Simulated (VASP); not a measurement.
Input of a VASP 6.6.1 run:

POSCAR

```
Si
1.0
    0.0000000000      2.7492688318      2.7492688318
    2.7492688318      0.0000000000      2.7492688318
    2.7492688318      2.7492688318      0.0000000000
Si
2
Direct
    0.7500000000      0.7500000000      0.7500000000
    0.5000000000      0.5000000000      0.5000000000
```

Contents of INCAR.step1:

```
ALGO = Normal
EDIFF = 1E-5
ENCUT = 550
GGA = PE
GGA_COMPAT = F
ISMEAR = 0
LASPH = T
LCHARG = F
LREAL = F
LWAVE = T
NBANDS = 11
NELM = 120
PREC = Accurate
SIGMA = 0.01
```

INCAR.step2

```
ALGO = Normal
EDIFF = 1E-6
ENCUT = 550
GGA_COMPAT = F
ISIF = 2
ISMEAR = 0
ISTART = 1
IVDW = 13
LASPH = T
LCHARG = F
LMIXTAU = T
LREAL = F
LWAVE = F
METAGGA = R2SCAN
NBANDS = 11
NELM = 120
PREC = Accurate
SIGMA = 0.01
VDW_A1 = 0.51559235
VDW_A2 = 5.77342911
VDW_S6 = 1.0
VDW_S8 = 0.6018749
```

Contents of KPOINTS:

```
k-points
0
Gamma
  6 6 6
```

Potentials or basis: VASP PAW PBE potentials, release 64 (Si).

Launch:

```sh
$ cat potpaw_PBE.64/Si/POTCAR > POTCAR
$ cp INCAR.step1 INCAR
$ mpirun -np 1 vasp_std > vasp.out
$ cp INCAR.step2 INCAR
$ mpirun -np 1 vasp_std > vasp.out
```

Task: What does it give for the band gap on the k mesh?

Result: 0.97 eV, indirect (least direct gap 2.74 eV).

Task: Predict the dispersion energy per atom.

Result: -0.115 eV.

Task: Predict the pressure.

Result: -3.6 GPa.

Caveat: the PAW data sets were made with another functional, which shifts forces and pressure a little. A k mesh can miss the band edges.
